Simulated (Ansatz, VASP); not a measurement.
**Ba in VASP and in Ansatz**

```
CELL_PARAMETERS angstrom
-2.53259 2.53259 2.53259
2.53259 -2.53259 2.53259
2.53259 2.53259 -2.53259
ATOMIC_POSITIONS crystal
Ba 0.00000 0.00000 0.00000
```

Alike in both runs: task single point; functional PBEsol; k mesh 15 × 15 × 15; occupations fermi-dirac, width 0.1 eV; no spin polarisation.

|  | VASP | Ansatz |
| --- | --- | --- |
| version | VASP 6.6.1 | Ansatz 0.2.0 |
| potentials or method | VASP PAW PBE potentials, release 64 (Ba_sv), cutoff 520 eV | plane waves (420 eV) with PAW, scalar-relativistic |
| valence electrons in the cell | 10 | 10 |

```tsv
	VASP	Ansatz	Ansatz less VASP
pressure (GPa)	-0.8	-0.9	-0.04
```

VASP's potentials were made for PBE, not for PBEsol, and Ansatz warns of the same on its side.

Spin-orbit coupling is off throughout.
